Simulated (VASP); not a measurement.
# SnTe (rocksalt type) (Fm-3m) in VASP: notebook

Runs on SnTe (rocksalt type). Level: PBE. Tasks: single point.

All numbers are computed with VASP 6.6.1; they aren't measurements. Logs are shortened: lines on timing, memory, paths and dates and some standing lists are left out, and cuts for length are marked.

## Step 1: The cell of the first run

The structure is cubic, space group Fm-3m (No. 225). The conventional cell has a = 6.409 Å, b = 6.409 Å, c = 6.409 Å, α = 90.00°, β = 90.00°, γ = 90.00°. Sn (site symmetry m-3m) has 6 Te at 3.20 Å within 4.2 Å. Te (site symmetry m-3m) has 6 Sn at 3.20 Å within 4.2 Å.

## Step 2: Single point, PBE

Input file INCAR:

```
SYSTEM = SnTe
  ALGO = Normal
  EDIFF = 1E-7
  ENCUT = 520
  GGA = PE
  ISIF = 2
  ISMEAR = -1
  LASPH = .TRUE.
  LCHARG = .FALSE.
  LREAL = .FALSE.
  LWAVE = .FALSE.
  NBANDS = 17
  NELM = 100
  PREC = Accurate
  SIGMA = 0.05
```

Input file KPOINTS:

```
k-points
0
G
  12 12 12
  0 0 0
```

Input file POSCAR:

```
SnTe
1.0
    0.0000000000      3.2043480406      3.2043480406
    3.2043480406      0.0000000000      3.2043480406
    3.2043480406      3.2043480406      0.0000000000
Sn Te
1 1
Direct
    0.0000000000      0.0000000000      0.0000000000
    0.5000000000      0.5000000000      0.5000000000
```

Potentials or basis: VASP PAW PBE potentials, release 64 (Sn_d, Te).

Started as:

```sh
> cat potpaw_PBE.64/Sn_d/POTCAR potpaw_PBE.64/Te/POTCAR > POTCAR
> mpirun -np 1 vasp_std > vasp.out
```

OUTCAR:

```text
SYSTEM = SnTe
   EDIFF = 1E-7
   ENCUT = 520
   GGA = PE
   ISIF = 2
   ISMEAR = -1
   LASPH = .TRUE.
   LREAL = .FALSE.
   NELM = 100
   PREC = Accurate

 ion  position               nearest neighbor table
   1  0.000  0.000  0.000-   2 3.20   2 3.20   2 3.20   2 3.20   2 3.20   2 3.20
   2  0.500  0.500  0.500-   1 3.20   1 3.20   1 3.20   1 3.20   1 3.20   1 3.20

  LATTYP: Found a face centered cubic cell.
 ALAT       =     6.4086960812

  Lattice vectors:

 A1 = (   0.0000000000,   3.2043480406,   3.2043480406)
 A2 = (   3.2043480406,   0.0000000000,   3.2043480406)
 A3 = (   3.2043480406,   3.2043480406,   0.0000000000)

Analysis of symmetry for initial positions (statically):
=====================================================================
 Subroutine PRICEL returns:
 Original cell was already a primitive cell.

 Routine SETGRP: Setting up the symmetry group for a
 face centered cubic supercell.

 Subroutine GETGRP returns: Found 48 space group operations
 (whereof 48 operations were pure point group operations)
 out of a pool of 48 trial point group operations.

The static configuration has the point symmetry O_h .

Analysis of symmetry for dynamics (positions and initial velocities):
=====================================================================
 Subroutine PRICEL returns:
 Original cell was already a primitive cell.

 Routine SETGRP: Setting up the symmetry group for a
 face centered cubic supercell.

 Subroutine GETGRP returns: Found 48 space group operations
 (whereof 48 operations were pure point group operations)
 out of a pool of 48 trial point group operations.

The dynamic configuration has the point symmetry O_h .

 Subroutine INISYM returns: Found 48 space group operations
 (whereof 48 operations are pure point group operations),
 and found     1 'primitive' translations

----------------------------------------------------------------------------------------

                                     Primitive cell

  volume of cell :      65.8035

  direct lattice vectors                    reciprocal lattice vectors
     0.000000000  3.204348041  3.204348041    -0.156037981  0.156037981  0.156037981
     3.204348041  0.000000000  3.204348041     0.156037981 -0.156037981  0.156037981
     3.204348041  3.204348041  0.000000000     0.156037981  0.156037981 -0.156037981

  length of vectors
     4.531632458  4.531632458  4.531632458     0.270265712  0.270265712  0.270265712

  position of ions in fractional coordinates (direct lattice)
     0.000000000  0.000000000  0.000000000
     0.500000000  0.500000000  0.500000000

  ion indices of the primitive-cell ions
   primitive index   ion index
                 1           1
                 2           2

----------------------------------------------------------------------------------------

 KPOINTS: k-points

Automatic generation of k-mesh.
 Grid dimensions read from file:
 generate k-points for:   12   12   12

 Generating k-lattice:

  Cartesian coordinates                     Fractional coordinates (reciprocal lattice)
    -0.013003165  0.013003165  0.013003165     0.083333333  0.000000000  0.000000000
     0.013003165 -0.013003165  0.013003165     0.000000000  0.083333333  0.000000000
     0.013003165  0.013003165 -0.013003165     0.000000000  0.000000000  0.083333333

  Length of vectors
     0.022522143  0.022522143  0.022522143

  Shift w.r.t. Gamma in fractional coordinates (k-lattice)
     0.000000000  0.000000000  0.000000000

 Subroutine IBZKPT returns following result:
 ===========================================

 Found     72 irreducible k-points:

 Following reciprocal coordinates:
            Coordinates               Weight
  0.000000  0.000000  0.000000      1.000000
  0.083333  0.000000  0.000000      8.000000
  0.166667  0.000000  0.000000      8.000000
  0.250000  0.000000  0.000000      8.000000
  0.333333  0.000000  0.000000      8.000000
  0.416667  0.000000  0.000000      8.000000
[... 16 lines left out ...]
  0.500000  0.166667  0.000000     24.000000
 -0.416667  0.166667  0.000000     24.000000
 [... further k-points ...]
   k-points           NKPTS =     72   k-points in BZ     NKDIM =     72   number of bands    NBANDS=     17
   number of dos      NEDOS =    301   number of ions     NIONS =      2
   total plane-waves  NPLWV =  46656
   dimension x,y,z NGX =    36 NGY =   36 NGZ =   36
   dimension x,y,z NGXF=    72 NGYF=   72 NGZF=   72
   ions per type =               1   1
   NGX,Y,Z   is equivalent  to a cutoff of  13.21, 13.21, 13.21 a.u.
   NGXF,Y,Z  is equivalent  to a cutoff of  26.41, 26.41, 26.41 a.u.
 SYSTEM =  SnTe
   PREC   = accura    normal or accurate (medium, high low for compatibility)
   ISTART =      0    job   : 0-new  1-cont  2-samecut
   ICHARG =      2    charge: 1-file 2-atom 10-const
   ISPIN  =      1    spin polarized calculation?
   LNONCOLLINEAR =      F non collinear calculations
   LSORBIT =      F    spin-orbit coupling
   LASPH  =      T    aspherical Exc in radial PAW
   ENCUT  =  520.0 eV  38.22 Ry    6.18 a.u.   8.43  8.43  8.43*2*pi/ulx,y,z
   NELM   =    100;   NELMIN=  2; NELMDL= -5     # of ELM steps
   EDIFF  = 0.1E-06   stopping-criterion for ELM
   LREAL  =      F    real-space projection
   EDIFFG = 0.1E-05   stopping-criterion for IOM
   NSW    =      0    number of steps for IOM
   IBRION =     -1    ionic relax: 0-MD 1-quasi-New 2-CG
   NFREE  =      0    steps in history (QN), initial steepest desc. (CG)
   ISIF   =      2    stress and relaxation
   ISYM   =      2    0-nonsym 1-usesym 2-fastsym
   POTIM  = 0.5000    time-step for ionic-motion
   TEBEG  =    0.0;   TEEND  =   0.0 temperature during run
   PSTRESS=    0.0 pullay stress
   NELECT =      20.0000    total number of electrons
   NUPDOWN=      -1.0000    fix difference up-down
   EMIN   =  10.00;   EMAX   =-10.00  energy-range for DOS
   EFERMI =   0.00;   METHOD = LEGACY
   ISMEAR =    -1;   SIGMA  =   0.05  broadening in eV -4-tet -1-fermi 0-gaus
   EFERMI_NEDOS =   21; number of points for ismear=-14 and -15
   IALGO  =     38    algorithm
   IMIX   =      4    mixing-type and parameters
     AMIX     =   0.40;   BMIX     =  1.00
     AMIX_MAG =   1.60;   BMIX_MAG =  1.00
  volume/ion in A,a.u.               =      32.90       222.03
  Fermi-wavevector in a.u.,A,eV,Ry     =   1.100699  2.080019 16.483972  1.211538
  Thomas-Fermi vector in A             =   2.237114
   LORBIT       =      0    0 simple, 1 ext, 2 COOP (PROOUT), +10 PAW based schemes
   GGA     = PE    functional components
   LHFCALC =     F    Hartree Fock is set to
   AEXX    =    0.0000 exact exchange contribution
   IVDW    =     0    specifies the selected vdW correction
   LEPSILON=     F    determine dielectric tensor
   LRPA    =     F    only Hartree local field effects (RPA)
 non-spin polarized calculation
  energy-cutoff  :      520.00
  volume of cell :       65.80
 maximum number of plane-waves:      1807
 NGX is ok and might be reduce to    36
   NGX = 17   NGY = 17   NGZ = 17

 number of electron      20.0000005 magnetization

 Free energy of the ion-electron system (eV)
  ---------------------------------------------------
  ext. energy  EPLUGINS =         0.00000000
  ---------------------------------------------------
  free energy    TOTEN  =        -7.56560665 eV

  energy without entropy =       -7.56525517  energy(sigma->0) =       -7.56543091

 E-fermi :   6.3578     XC(G=0):  -9.2683

 val. band max:        6.3341974496   @ k =   0.5000   0.0000   0.0000
 cond. band min:       6.3842015153   @ k =   0.5000   0.0000   0.0000
 fundamental gap:      0.0500040657
 Fermi energy:         6.3577972569

 k-point     1 :       0.0000    0.0000    0.0000
  band No.  band energies     occupation
      1     -15.5481      2.00000
      2     -15.5481      2.00000
      3     -15.5451      2.00000
      4     -15.5451      2.00000
      5     -15.5451      2.00000
      6      -6.0993      2.00000
[... 9 lines left out ...]
     16      11.1812      0.00000
     17      13.1623      0.00000

 k-point     2 :       0.0833    0.0000    0.0000
  band No.  band energies     occupation
      1     -15.5483      2.00000
      2     -15.5483      2.00000
      3     -15.5450      2.00000
      4     -15.5447      2.00000
      5     -15.5447      2.00000
      6      -6.0448      2.00000
[... 9 lines left out ...]
     16      11.3211      0.00000
     17      13.5964      0.00000

 k-point     3 :       0.1667    0.0000    0.0000
  band No.  band energies     occupation
      1     -15.5489      2.00000
      2     -15.5489      2.00000
      3     -15.5447      2.00000
      4     -15.5438      2.00000
      5     -15.5438      2.00000
      6      -5.8859      2.00000
[... 9 lines left out ...]
     16      11.7158      0.00000
     17      14.6325      0.00000

 k-point     4 :       0.2500    0.0000    0.0000
  band No.  band energies     occupation
      1     -15.5500      2.00000
      2     -15.5500      2.00000
      3     -15.5443      2.00000
      4     -15.5423      2.00000
      5     -15.5423      2.00000
      6      -5.6381      2.00000
[... 9 lines left out ...]
     16      12.3430      0.00000
     17      15.9649      0.00000
[... 343 lines left out ...]
      1     -15.5541      2.00000
      2     -15.5490      2.00000
      3     -15.5445      2.00000
      4     -15.5404      2.00000
      5     -15.5391      2.00000
      6      -5.1046      2.00000
[... 9 lines left out ...]
     16      14.9638      0.00000
     17      15.7411      0.00000

 k-point    23 :       0.5000    0.1667    0.0000
  band No.  band energies     occupation
      1     -15.5541      2.00000
      2     -15.5500      2.00000
      3     -15.5435      2.00000
      4     -15.5402      2.00000
      5     -15.5387      2.00000
      6      -4.8912      2.00000
[... 9 lines left out ...]
     16      15.2272      0.00000
     17      15.6661      0.00000

 k-point    24 :      -0.4167    0.1667    0.0000
  band No.  band energies     occupation
      1     -15.5534      2.00000
      2     -15.5508      2.00000
      3     -15.5428      2.00000
      4     -15.5402      2.00000
      5     -15.5392      2.00000
      6      -4.8548      2.00000
[... 9 lines left out ...]
     16      14.1041      0.00000
     17      16.5038      0.00000

 [... further k-points ...]
[... 5 lines left out ...]
  --------------------------------------------------------------------------------------
  -------------------------------------------------------------------------------------
  Total       -0.0028104     -0.0028104     -0.0028104      0.0000000      0.0000000      0.0000000
  in kB       -0.0684268     -0.0684268     -0.0684268      0.0000000      0.0000000      0.0000000
  external PRESSURE =      -0.0684268 kB  Pullay stress =       0.0000000 kB

 VOLUME and BASIS-vectors are now :
 -----------------------------------------------------------------------------
  energy-cutoff  :      520.00
  volume of cell :       65.80
      direct lattice vectors                 reciprocal lattice vectors
     0.000000000  3.204348041  3.204348041    -0.156037981  0.156037981  0.156037981
     3.204348041  0.000000000  3.204348041     0.156037981 -0.156037981  0.156037981
     3.204348041  3.204348041  0.000000000     0.156037981  0.156037981 -0.156037981

 POSITION                                       TOTAL-FORCE (eV/Angst)
 -----------------------------------------------------------------------------------
      0.00000      0.00000      0.00000        -0.000000      0.000000     -0.000000
      3.20435      3.20435      3.20435         0.000000      0.000000      0.000000
 -----------------------------------------------------------------------------------
    total drift:                               -0.000000      0.000000      0.000000

  FREE ENERGIE OF THE ION-ELECTRON SYSTEM (eV)
  ---------------------------------------------------
  free  energy   TOTEN  =        -7.5656066531 eV

  energy  without entropy=       -7.5652551674  energy(sigma->0) =       -7.56543091
```

Run time: 64 s. Hardware: 1 thread of Intel Xeon Platinum 8488C (Sapphire Rapids), shared host; peak memory 0.25 GiB.

What came out:

* Free energy: -7.5656 eV
* Pressure: 0.0 GPa
* Band gap on the k mesh: 0.05 eV, direct

Caveat: spin-orbit coupling is left out, which moves the levels of the heavy elements. A k mesh can miss the band edges.

## Step 3: Single point, PBE

Input file INCAR:

```
PREC     = Accurate       # precision mode
ENCUT    = 520            # plane-wave cutoff, eV
EDIFF    = 1E-6           # SCF threshold, eV
ISMEAR   = -1             # smearing method
SIGMA    = 0.05           # smearing width, eV
LREAL    = F              # projectors in reciprocal space
LASPH    = T              # aspherical terms in the spheres
NELM     = 80             # most SCF steps
ALGO     = Normal         # electronic algorithm
ISIF     = 2              # what is computed and relaxed
LWAVE    = F              # write WAVECAR
LCHARG   = T              # write CHGCAR
GGA      = PE             # functional
LELF     = T              # ELF
LVHAR    = T            
NBANDS   = 17             # bands
```

Input file KPOINTS:

```
regular mesh
0
Gamma
  12 12 12
```

POSCAR is that of step 2.

Potentials or basis: VASP PAW PBE potentials, release 64 (Sn_d, Te).

Started as:

```sh
> cat potpaw_PBE.64/Sn_d/POTCAR potpaw_PBE.64/Te/POTCAR > POTCAR
> mpirun -np 1 vasp_std > vasp.out
```

Run time: 56 s. Hardware: 1 thread of Intel Xeon Platinum 8488C (Sapphire Rapids), shared host; peak memory 0.25 GiB.

The run converged. Its results:

```
Free energy            : -7.5656 eV
Pressure               : 0.0 GPa
Band gap on the k mesh : 0.05 eV, direct
```

Levels at points of the mesh, in eV from the valence-band top:
| k point | band 6 | band 7 | band 8 | band 9 | band 10 | band 11 | band 12 | band 13 | band 14 | band 15 |
| --- | --- | --- | --- | --- | --- | --- | --- | --- | --- | --- |
| (0.00, 0.00, 0.00) | -12.43 | -4.86 | -2.00 | -2.00 | -2.00 | 3.25 | 3.25 | 3.25 | 4.85 | 4.85 |
| (0.50, 0.00, 0.00) | -11.28 | -8.07 | -1.68 | -1.68 | 0.00 | 0.05 | 0.45 | 0.45 | 7.67 | 8.59 |
| (0.50, 0.50, 0.00) | -11.02 | -6.43 | -5.22 | -3.50 | -3.50 | 2.38 | 4.69 | 4.69 | 6.02 | 8.87 |

Caveat: spin-orbit coupling is left out, which moves the levels of the heavy elements. A k mesh can miss the band edges.
